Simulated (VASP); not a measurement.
Wanted: the native input for a VASP 6.6.1 run.

* Task: single point
* Functional: r2SCAN
* Potentials or basis: VASP PAW PBE potentials, release 64 (W_sv, S)
* Cutoff: 520 eV
* k mesh: 8 × 8 × 8
* Occupations: gaussian, width 0.1 eV
* Spin: no spin polarisation
* Dipole correction: no
* Further INCAR settings: ALGO = Normal; EDIFF = 1e-07; NBANDS = 35

The system is WS2.

```
W S
1.0
     5.12978    0.00000    0.00000
     0.00000    5.12978    0.00000
     0.00000    0.00000    5.12978
W S
2 4
Cartesian
  0.0000 0.0000 0.0000
  2.5649 2.5649 2.5649
  1.2824 1.2824 1.2824
  1.2824 3.8473 3.8473
  3.8473 3.8473 1.2824
  3.8473 1.2824 3.8473
```

These files were run (other wordings do the same):

POSCAR

```
WS2
1.0
    5.1297819686      0.0000000000      0.0000000000
    0.0000000000      5.1297819686      0.0000000000
    0.0000000000      0.0000000000      5.1297819686
W S
2 4
Direct
    0.0000000000      0.0000000000      0.0000000000
    0.5000000000      0.5000000000      0.5000000000
    0.2500000000      0.2500000000      0.2500000000
    0.2500000000      0.7500000000      0.7500000000
    0.7500000000      0.7500000000      0.2500000000
    0.7500000000      0.2500000000      0.7500000000
```

INCAR.step1

```
PREC     = Accurate       # precision mode
ENCUT    = 520            # plane-wave cutoff, eV
ISMEAR   = 0              # smearing method
SIGMA    = 0.1            # smearing width, eV
LREAL    = F              # projectors in reciprocal space
LASPH    = T              # aspherical terms in the spheres
NELM     = 80             # most SCF steps
NBANDS   = 35             # bands
GGA      = PE             # functional
ALGO     = Normal         # electronic algorithm
EDIFF    = 1E-4           # SCF threshold, eV
LWAVE    = T              # write WAVECAR
LCHARG   = F              # write CHGCAR
```

INCAR.step2

```
PREC     = Accurate       # precision mode
ENCUT    = 520            # plane-wave cutoff, eV
EDIFF    = 1E-7           # SCF threshold, eV
ISMEAR   = 0              # smearing method
SIGMA    = 0.1            # smearing width, eV
LREAL    = F              # projectors in reciprocal space
LASPH    = T              # aspherical terms in the spheres
NELM     = 80             # most SCF steps
ALGO     = Normal         # electronic algorithm
ISIF     = 2              # what is computed and relaxed
LWAVE    = F              # write WAVECAR
LCHARG   = F              # write CHGCAR
METAGGA  = R2SCAN         # meta-GGA
LMIXTAU  = T            
NBANDS   = 35             # bands
ISTART   = 1
```

KPOINTS

```
Automatic mesh
0
Gamma
  8 8 8
```

Potentials or basis: VASP PAW PBE potentials, release 64 (W_sv, S).

The run is started by

```sh
$ cat potpaw_PBE.64/W_sv/POTCAR potpaw_PBE.64/S/POTCAR > POTCAR
$ cp INCAR.step1 INCAR
$ mpirun -np 1 vasp_std > vasp.out
$ cp INCAR.step2 INCAR
$ mpirun -np 1 vasp_std > vasp.out
```

Results of the run:

```
Pressure               : 0.1 GPa
Band gap on the k mesh : zero (band 26 reaches 5.08 eV, above the bottom of band 27 at 3.80 eV)
```

Caveat: the PAW data sets were made with another functional, which shifts forces and pressure a little; spin-orbit coupling is left out, which moves the levels of the heavy elements.

Run time: 9.4 min on 1 thread of Intel Xeon 6975P-C, with other jobs on the host, peak memory 0.34 GiB.
